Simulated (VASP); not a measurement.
Wanted: the native input for a VASP 6.6.1 run.

- Task: single point
- Functional: PBE
- Potentials or basis: VASP PAW PBE potentials, release 64 (Ti_sv, In_d)
- Cutoff: 520 eV
- k mesh: 6 × 6 × 4
- Occupations: gaussian, width 0.1 eV
- Spin: no spin polarisation
- Dipole correction: no
- Further INCAR settings: ALGO = Fast; EDIFF = 1e-06; NBANDS = 26

The structure of Ti2In lies in POSCAR:

```
Ti2In
1.0
    2.9084828624      0.0000000000      0.0000000000
    0.0000000000      2.9084828624      0.0000000000
    0.0000000000      0.0000000000      6.9900833964
Ti In
2 1
Direct
    0.5000000000      0.5000000000      0.3092724649
    0.5000000000      0.5000000000      0.6907275351
    0.0000000000      0.0000000000      0.0000000000
```

One way to write it, as run:

INCAR

```
PREC = Accurate
ENCUT = 520
EDIFF = 1E-6
ISMEAR = 0
SIGMA = 0.1
LREAL = F
LASPH = T
NELM = 100
ALGO = Fast
ISIF = 2
LWAVE = F
LCHARG = F
GGA = PE
NBANDS = 26
```

KPOINTS

```
regular mesh
0
Gamma
  6 6 4
```

Potentials or basis: VASP PAW PBE potentials, release 64 (Ti_sv, In_d).

Command:

```console
$ cat potpaw_PBE.64/Ti_sv/POTCAR potpaw_PBE.64/In_d/POTCAR > POTCAR
$ mpirun -np 1 vasp_std > vasp.out
```

Results of the run:

```json
{"Pressure": "0.2 GPa", "Largest force": "0.009 eV/Å"}
```

Caveat: the k points lie up to 0.36 Å⁻¹ apart.

It took 2.6 min on 1 thread of AMD EPYC 7R13 Processor (Zen 3), with other jobs on the host, peak memory 0.17 GiB.
